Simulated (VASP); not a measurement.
# ZnO (zincite) (P6_3mc) in VASP: a series of runs

Aim: see how the results for ZnO (zincite) move with the level of theory and the settings. Levels: PBEsol, r2SCAN50. Tasks: single point.

Program: VASP 6.6.1. These are calculated values, not measurements. Logs are shortened: lines on timing, memory, paths and dates and some standing lists are left out, and cuts for length are marked.

### 1 The cell of the first run

It takes space group P6_3mc (No. 186, hexagonal). The conventional cell has a = 3.313 Å, b = 3.313 Å, c = 5.308 Å, α = 90.00°, β = 90.00°, γ = 120.00°. Zn (site symmetry 3m) has 4 O at 2.01 to 2.02 Å within 2.7 Å. Within 2.7 Å of O (site symmetry 3m) lie 4 Zn at 2.01 to 2.02 Å.

### 2 Single point, PBEsol (volume scaled by 1.06)

The input, INCAR:

```
SYSTEM = ZnO
PREC = Accurate
ENCUT = 520
EDIFF = 1E-7
ISMEAR = -1
SIGMA = 0.05
LREAL = .False.
LASPH = .True.
NELM = 60
ALGO = Normal
ISIF = 2
LWAVE = .False.
LCHARG = .False.
GGA = PS
NBANDS = 26
```

The input, KPOINTS:

```
regular mesh
0
Gamma
  9 9 5
  0 0 0
```

The input, POSCAR:

```
ZnO
1.0
    3.3130361008      0.0000000000      0.0000000000
   -1.6565180504      2.8691734269      0.0000000000
    0.0000000000      0.0000000000      5.3078076462
Zn O
2 2
Direct
    0.6666666667      0.3333333333      0.0000000000
    0.3333333333      0.6666666667      0.5000000000
    0.3333333333      0.6666666667      0.8790100000
    0.6666666667      0.3333333333      0.3790100000
```

Potentials or basis: VASP PAW PBE potentials, release 64 (Zn, O).

The run is started by

```
> cat potpaw_PBE.64/Zn/POTCAR potpaw_PBE.64/O/POTCAR > POTCAR
> mpirun -np 1 vasp_std > vasp.out
```

OUTCAR:

```text
SYSTEM = ZnO
   PREC = Accurate
   ENCUT = 520
   EDIFF = 1E-7
   ISMEAR = -1
   LREAL = .False.
   LASPH = .True.
   NELM = 60
   ISIF = 2
   GGA = PS

 ion  position               nearest neighbor table
   1  0.667  0.333  0.000-   4 2.01   3 2.02   3 2.02   3 2.02
   2  0.333  0.667  0.500-   3 2.01   4 2.02   4 2.02   4 2.02
   3  0.333  0.667  0.879-   2 2.01   1 2.02   1 2.02   1 2.02
   4  0.667  0.333  0.379-   1 2.01   2 2.02   2 2.02   2 2.02

  LATTYP: Found a hexagonal cell.
 ALAT       =     3.3130361008
 C/A-ratio  =     1.6020977390

  Lattice vectors:

 A1 = (   3.3130361008,   0.0000000000,   0.0000000000)
 A2 = (  -1.6565180504,   2.8691734269,   0.0000000000)
 A3 = (   0.0000000000,   0.0000000000,   5.3078076462)

Analysis of symmetry for initial positions (statically):
=====================================================================
 Subroutine PRICEL returns:
 Original cell was already a primitive cell.

 Routine SETGRP: Setting up the symmetry group for a
 hexagonal supercell.

 Subroutine GETGRP returns: Found 12 space group operations
 (whereof  6 operations were pure point group operations)
 out of a pool of 24 trial point group operations.

The static configuration has the point symmetry C_3v.
 The point group associated with its full space group is C_6v.

Analysis of symmetry for dynamics (positions and initial velocities):
=====================================================================
 Subroutine PRICEL returns:
 Original cell was already a primitive cell.

 Routine SETGRP: Setting up the symmetry group for a
 hexagonal supercell.

 Subroutine GETGRP returns: Found 12 space group operations
 (whereof  6 operations were pure point group operations)
 out of a pool of 24 trial point group operations.

The dynamic configuration has the point symmetry C_3v.
 The point group associated with its full space group is C_6v.

 Subroutine INISYM returns: Found 12 space group operations
 (whereof  6 operations are pure point group operations),
 and found     1 'primitive' translations

----------------------------------------------------------------------------------------

                                     Primitive cell

  volume of cell :      50.4543

  direct lattice vectors                    reciprocal lattice vectors
     3.313036101  0.000000000  0.000000000     0.301837942  0.174266217  0.000000000
    -1.656518050  2.869173427  0.000000000     0.000000000  0.348532435  0.000000000
     0.000000000  0.000000000  5.307807646     0.000000000  0.000000000  0.188401703

  length of vectors
     3.313036101  3.313036101  5.307807646     0.348532435  0.348532435  0.188401703

  position of ions in fractional coordinates (direct lattice)
     0.666666667  0.333333333  0.000000000
     0.333333333  0.666666667  0.500000000
     0.333333333  0.666666667  0.879010000
     0.666666667  0.333333333  0.379010000

  ion indices of the primitive-cell ions
   primitive index   ion index
                 1           1
                 2           2
                 3           3
                 4           4

----------------------------------------------------------------------------------------

 KPOINTS: regular mesh

Automatic generation of k-mesh.
 Grid dimensions read from file:
 generate k-points for:    9    9    5

 Generating k-lattice:

  Cartesian coordinates                     Fractional coordinates (reciprocal lattice)
     0.033537549  0.019362913  0.000000000     0.111111111  0.000000000  0.000000000
     0.000000000  0.038725826  0.000000000     0.000000000  0.111111111  0.000000000
     0.000000000  0.000000000  0.037680341     0.000000000  0.000000000  0.200000000

  Length of vectors
     0.038725826  0.038725826  0.037680341

  Shift w.r.t. Gamma in fractional coordinates (k-lattice)
     0.000000000  0.000000000  0.000000000

 Subroutine IBZKPT returns following result:
 ===========================================

 Found     36 irreducible k-points:

 Following reciprocal coordinates:
            Coordinates               Weight
  0.000000  0.000000  0.000000      1.000000
  0.111111  0.000000  0.000000      6.000000
  0.222222  0.000000  0.000000      6.000000
  0.333333 -0.000000  0.000000      6.000000
  0.444444  0.000000  0.000000      6.000000
  0.111111  0.111111  0.000000      6.000000
[... 16 lines left out ...]
  0.333333  0.222222  0.200000     24.000000
  0.333333  0.333333  0.200000      4.000000
 [... further k-points ...]
   k-points           NKPTS =     36   k-points in BZ     NKDIM =     36   number of bands    NBANDS=     26
   number of dos      NEDOS =    301   number of ions     NIONS =      4
   total plane-waves  NPLWV =  31360
   dimension x,y,z NGX =    28 NGY =   28 NGZ =   40
   dimension x,y,z NGXF=    56 NGYF=   56 NGZF=   80
   ions per type =               2   2
   NGX,Y,Z   is equivalent  to a cutoff of  14.05, 14.05, 12.53 a.u.
   NGXF,Y,Z  is equivalent  to a cutoff of  28.10, 28.10, 25.06 a.u.
 SYSTEM =  ZnO
   PREC   = accura    normal or accurate (medium, high low for compatibility)
   ISTART =      0    job   : 0-new  1-cont  2-samecut
   ICHARG =      2    charge: 1-file 2-atom 10-const
   ISPIN  =      1    spin polarized calculation?
   LNONCOLLINEAR =      F non collinear calculations
   LSORBIT =      F    spin-orbit coupling
   LASPH  =      T    aspherical Exc in radial PAW
   ENCUT  =  520.0 eV  38.22 Ry    6.18 a.u.   6.16  6.16  9.87*2*pi/ulx,y,z
   NELM   =     60;   NELMIN=  2; NELMDL= -5     # of ELM steps
   EDIFF  = 0.1E-06   stopping-criterion for ELM
   LREAL  =      F    real-space projection
   EDIFFG = 0.1E-05   stopping-criterion for IOM
   NSW    =      0    number of steps for IOM
   IBRION =     -1    ionic relax: 0-MD 1-quasi-New 2-CG
   NFREE  =      0    steps in history (QN), initial steepest desc. (CG)
   ISIF   =      2    stress and relaxation
   ISYM   =      2    0-nonsym 1-usesym 2-fastsym
   POTIM  = 0.5000    time-step for ionic-motion
   TEBEG  =    0.0;   TEEND  =   0.0 temperature during run
   PSTRESS=    0.0 pullay stress
   NELECT =      36.0000    total number of electrons
   NUPDOWN=      -1.0000    fix difference up-down
   EMIN   =  10.00;   EMAX   =-10.00  energy-range for DOS
   EFERMI =   0.00;   METHOD = LEGACY
   ISMEAR =    -1;   SIGMA  =   0.05  broadening in eV -4-tet -1-fermi 0-gaus
   EFERMI_NEDOS =   21; number of points for ismear=-14 and -15
   IALGO  =     38    algorithm
   IMIX   =      4    mixing-type and parameters
     AMIX     =   0.40;   BMIX     =  1.00
     AMIX_MAG =   1.60;   BMIX_MAG =  1.00
  volume/ion in A,a.u.               =      12.61        85.12
  Fermi-wavevector in a.u.,A,eV,Ry     =   1.462883  2.764448 29.116834  2.140027
  Thomas-Fermi vector in A             =   2.579044
   LORBIT       =      0    0 simple, 1 ext, 2 COOP (PROOUT), +10 PAW based schemes
   GGA     = PS    functional components
   LHFCALC =     F    Hartree Fock is set to
   AEXX    =    0.0000 exact exchange contribution
   IVDW    =     0    specifies the selected vdW correction
   LEPSILON=     F    determine dielectric tensor
   LRPA    =     F    only Hartree local field effects (RPA)
 non-spin polarized calculation
  energy-cutoff  :      520.00
  volume of cell :       50.45
 maximum number of plane-waves:      1387
 NGX is ok and might be reduce to    28
   NGX = 13   NGY = 13   NGZ = 19

 number of electron      36.0000023 magnetization

 Free energy of the ion-electron system (eV)
  ---------------------------------------------------
  ext. energy  EPLUGINS =         0.00000000
  ---------------------------------------------------
  free energy    TOTEN  =       -19.33569749 eV

  energy without entropy =      -19.33567526  energy(sigma->0) =      -19.33568638

 E-fermi :   0.8798     XC(G=0): -10.8761

 val. band max:        0.5361033134   @ k =   0.0000   0.0000   0.0000
 cond. band min:       1.1364483152   @ k =   0.0000   0.0000   0.0000
 fundamental gap:      0.6003450018
 Fermi energy:         0.8797788775

 k-point     1 :       0.0000    0.0000    0.0000
  band No.  band energies     occupation
      1     -17.0467      2.00000
      2     -16.3832      2.00000
      3      -4.9025      2.00000
      4      -4.9025      2.00000
      5      -4.8702      2.00000
      6      -4.7295      2.00000
[... 18 lines left out ...]
     25      14.1532      0.00000
     26      14.1589      0.00000

 k-point     2 :       0.1111    0.0000    0.0000
  band No.  band energies     occupation
      1     -16.9855      2.00000
      2     -16.3567      2.00000
      3      -4.9683      2.00000
      4      -4.8675      2.00000
      5      -4.8321      2.00000
      6      -4.7337      2.00000
[... 18 lines left out ...]
     25      14.2829      0.00000
     26      14.2921      0.00000

 k-point     3 :       0.2222    0.0000    0.0000
  band No.  band energies     occupation
      1     -16.8226      2.00000
      2     -16.2941      2.00000
      3      -5.0926      2.00000
      4      -4.8067      2.00000
      5      -4.7863      2.00000
      6      -4.6812      2.00000
[... 18 lines left out ...]
     25      13.6215      0.00000
     26      14.2625      0.00000

 k-point     4 :       0.3333   -0.0000    0.0000
  band No.  band energies     occupation
      1     -16.6161      2.00000
      2     -16.2366      2.00000
      3      -5.1546      2.00000
      4      -4.8323      2.00000
      5      -4.7136      2.00000
      6      -4.5216      2.00000
[... 18 lines left out ...]
     25      13.4728      0.00000
     26      14.0746      0.00000
[... 496 lines left out ...]
      1     -16.4860      2.00000
      2     -16.2465      2.00000
      3      -5.0139      2.00000
      4      -4.9474      2.00000
      5      -4.6302      2.00000
      6      -4.5901      2.00000
[... 18 lines left out ...]
     25      12.1689      0.00000
     26      15.2993      0.00000

 k-point    23 :       0.3333    0.2222    0.2000
  band No.  band energies     occupation
      1     -16.3570      2.00000
      2     -16.2390      2.00000
      3      -4.9636      2.00000
      4      -4.7942      2.00000
      5      -4.6517      2.00000
      6      -4.4555      2.00000
[... 18 lines left out ...]
     25      12.9450      0.00000
     26      14.3154      0.00000

 k-point    24 :       0.3333    0.3333    0.2000
  band No.  band energies     occupation
      1     -16.2747      2.00000
      2     -16.2747      2.00000
      3      -4.8962      2.00000
      4      -4.6910      2.00000
      5      -4.6910      2.00000
      6      -4.3374      2.00000
[... 18 lines left out ...]
     25      13.6710      0.00000
     26      14.4815      0.00000

 [... further k-points ...]

------------------------ aborting loop because EDIFF is reached ----------------------------------------

  FORCE on cell =-STRESS in cart. coord.  units (eV):
  Direction    XX          YY          ZZ          XY          YZ          ZX
  --------------------------------------------------------------------------------------
  -------------------------------------------------------------------------------------
  Total       -2.6130718     -2.6130718     -2.1614186      0.0000000     -0.0000000      0.0000000
  in kB      -82.9781578    -82.9781578    -68.6358998      0.0000000     -0.0000000      0.0000000
  external PRESSURE =     -78.1974052 kB  Pullay stress =       0.0000000 kB

 VOLUME and BASIS-vectors are now :
 -----------------------------------------------------------------------------
  energy-cutoff  :      520.00
  volume of cell :       50.45
      direct lattice vectors                 reciprocal lattice vectors
     3.313036101  0.000000000  0.000000000     0.301837942  0.174266217  0.000000000
    -1.656518050  2.869173427  0.000000000     0.000000000  0.348532435  0.000000000
     0.000000000  0.000000000  5.307807646     0.000000000  0.000000000  0.188401703

 POSITION                                       TOTAL-FORCE (eV/Angst)
 -----------------------------------------------------------------------------------
      1.65652      0.95639      0.00000        -0.000000      0.000000     -0.045848
     -0.00000      1.91278      2.65390         0.000000     -0.000000     -0.045848
     -0.00000      1.91278      4.66562         0.000000      0.000000      0.045848
      1.65652      0.95639      2.01171         0.000000      0.000000      0.045848
 -----------------------------------------------------------------------------------
    total drift:                                0.000000      0.000000     -0.000118

  FREE ENERGIE OF THE ION-ELECTRON SYSTEM (eV)
  ---------------------------------------------------
  free  energy   TOTEN  =       -19.3356974918 eV

  energy  without entropy=      -19.3356752627  energy(sigma->0) =      -19.33568638
```

Run time: 93 s. Hardware: 1 thread of Intel Xeon 8259CL, shared host; peak memory 0.19 GiB.

Results:

```yaml
Free_energy: -19.3357 eV
Pressure: -7.8 GPa
Largest_force: 0.046 eV/Å
Band_gap_on_the_k_mesh: 0.60 eV, direct
```

Forces on the atoms (eV/Å):
```
Zn   0.000  0.000 -0.046
Zn   0.000  0.000 -0.046
O    0.000  0.000  0.046
O    0.000  0.000  0.046
```

Stress tensor (GPa, compression positive):
```
-8.30  0.00  0.00
 0.00 -8.30  0.00
 0.00  0.00 -6.86
```

Levels at points of the mesh, in eV from the valence-band top:
```
           k point  band 16  band 17  band 18  band 19  band 20  band 21
(0.00, 0.00, 0.00)    -0.06     0.00     0.00     0.60     4.89     7.95
```

Caveat: the cell differs from its parent crystal (volume scaled by 1.06); the PAW data sets were made with another functional, which shifts forces and pressure a little.

### 3 Single point, r2SCAN50

This run uses another cell than the first one, of 11.90 Å³/atom, 0.943 times its volume.

The input, POSCAR:

```
ZnO
1.0
    3.2493080000      0.0000000000      0.0000000000
   -1.6246540000      2.8139832727      0.0000000000
    0.0000000000      0.0000000000      5.2057090000
Zn O
2 2
Direct
    0.6666666667      0.3333333333      0.0000000000
    0.3333333333      0.6666666667      0.5000000000
    0.3333333333      0.6666666667      0.8790100000
    0.6666666667      0.3333333333      0.3790100000
```

The input, INCAR.step1:

```
  PREC = Accurate
  ENCUT = 520
  EDIFF = 1E-5
  ISMEAR = -1
  SIGMA = 0.05
  LREAL = False
  LASPH = True
  NELM = 100
  ALGO = Normal
  ISIF = 2
  LWAVE = True
  LCHARG = False
  GGA = PE
  NBANDS = 26
```

The input, INCAR.step2:

```
  PREC = Accurate
  ENCUT = 520
  EDIFF = 1E-7
  ISMEAR = -1
  SIGMA = 0.05
  LREAL = False
  LASPH = True
  NELM = 100
  ALGO = Normal
  ISIF = 2
  LWAVE = False
  LCHARG = False
  METAGGA = R2SCAN
  LHFCALC = True
  AEXX = 0.5
  LMIXTAU = True
  PRECFOCK = Normal
  ISTART = 1
  NBANDS = 26
```

The input, KPOINTS:

```
regular mesh
0
Gamma
  5 5 3
```

Potentials or basis: VASP PAW PBE potentials, release 64 (Zn, O).

The run is started by

```
> cat potpaw_PBE.64/Zn/POTCAR potpaw_PBE.64/O/POTCAR > POTCAR
> cp INCAR.step1 INCAR
> mpirun -np 1 vasp_std > vasp.out
> cp INCAR.step2 INCAR
> mpirun -np 1 vasp_std > vasp.out
```

Wall time 20 min (1 thread of Intel Xeon 6975P-C (Granite Rapids), shared host); peak memory 0.18 GiB.

It converged, with:

```yaml
Free_energy: -40.2282 eV
Pressure: -3.9 GPa
Largest_force: 0.093 eV/Å
Band_gap_on_the_k_mesh: 5.92 eV, direct
```

Forces in eV/Å, atoms in the order of the input:
```
Zn   0.000  0.000 -0.093
Zn   0.000  0.000 -0.093
O    0.000  0.000  0.093
O    0.000  0.000  0.093
```

Stress tensor (GPa, compression positive):
```
-4.31  0.00  0.00
 0.00 -4.31  0.00
 0.00  0.00 -3.21
```

Levels at points of the mesh, in eV from the valence-band top:
```csv
k point,band 14,band 15,band 16,band 17,band 18,band 19,band 20,band 21,band 22,band 23
"(0.00, 0.00, 0.00)",-0.92,-0.92,-0.05,0.00,0.00,5.92,10.97,14.15,18.95,18.95
```

Caveat: the k points lie up to 0.45 Å⁻¹ apart; the PAW data sets were made with another functional, which shifts forces and pressure a little.

### 4 Single point, r2SCAN50

This run uses another cell than the first one, of 11.52 Å³/atom, 0.913 times its volume.

The input, POSCAR:

```
ZnO
1.0
    3.2166302129      0.0000000000      0.0000000000
   -1.6083151065      2.7856834790      0.0000000000
    0.0000000000      0.0000000000      5.1417560928
Zn O
2 2
Direct
    0.6666666667      0.3333333333     -0.0015248568
    0.3333333333      0.6666666667      0.4984751432
    0.3333333333      0.6666666667      0.8805348568
    0.6666666667      0.3333333333      0.3805348568
```

The input, INCAR.step1:

```
SYSTEM = ZnO
ALGO = Normal
EDIFF = 1E-5
ENCUT = 520
GGA = PE
ISIF = 2
ISMEAR = -1
LASPH = .TRUE.
LCHARG = .FALSE.
LREAL = .FALSE.
LWAVE = .TRUE.
NBANDS = 26
NELM = 100
PREC = Accurate
SIGMA = 0.05
```

The input, INCAR.step2:

```
SYSTEM = ZnO
AEXX = 0.5
ALGO = Normal
EDIFF = 1E-6
ENCUT = 520
ISIF = 2
ISMEAR = -1
ISTART = 1
LASPH = .TRUE.
LCHARG = .FALSE.
LHFCALC = .TRUE.
LMIXTAU = .TRUE.
LREAL = .FALSE.
LWAVE = .FALSE.
METAGGA = R2SCAN
NBANDS = 26
NELM = 100
PREC = Accurate
PRECFOCK = Normal
SIGMA = 0.05
```

The input, KPOINTS:

```
k-points
0
G
  5 5 3
  0 0 0
```

The run is started by

```
> cat potpaw_PBE.64/Zn/POTCAR potpaw_PBE.64/O/POTCAR > POTCAR
> cp INCAR.step1 INCAR
> mpirun -np 1 vasp_std > vasp.out
> cp INCAR.step2 INCAR
> mpirun -np 1 vasp_std > vasp.out
```

It took 15 min on 1 thread of Intel Xeon 6975P-C (Granite Rapids), shared host; peak memory 0.18 GiB.

Results (log left out):

```yaml
Free_energy: -40.2414 eV
Pressure: 1.2 GPa
Band_gap_on_the_k_mesh: 6.02 eV, direct
```

Stress tensor (GPa, compression positive):
```
1.16 0.00 0.00
0.00 1.16 0.00
0.00 0.00 1.23
```

Levels at points of the mesh, in eV from the valence-band top:
```csv
k point,band 15,band 16,band 17,band 18,band 19,band 20,band 21,band 22
"(0.00, 0.00, 0.00)",-0.94,-0.07,0.00,0.00,6.02,11.12,14.34,19.14
```

Caveat: the k points lie up to 0.45 Å⁻¹ apart; the PAW data sets were made with another functional, which shifts forces and pressure a little.

### 5 The runs side by side

```csv
level,cell,k mesh,grid for exact exchange (PRECFOCK),gap on the mesh (eV),pressure (GPa),largest force (eV/Å)
PBEsol,"a = 3.313, b = 3.313, c = 5.308 Å, angles 90.0, 90.0, 120.0°, 4 atoms",9 × 9 × 5,-,0.60,-7.8,0.05
r2SCAN50,"a = 3.249, b = 3.249, c = 5.206 Å, angles 90.0, 90.0, 120.0°, 4 atoms",5 × 5 × 3,Normal,5.92,-3.9,0.09
r2SCAN50,"a = 3.217, b = 3.217, c = 5.142 Å, angles 90.0, 90.0, 120.0°, 4 atoms",5 × 5 × 3,Normal,6.02,1.2,-
```

Alike in all rows: task single point; potentials or basis VASP PAW PBE potentials, release 64 (Zn, O); no spin polarisation; cutoff (eV) 520; smearing fermi-dirac 0.05 eV.

Caveats: some runs use coarse meshes; the PAW data sets were made with another functional, which shifts forces and pressure a little.

Absolute energies hang on the potentials; compare differences alone.
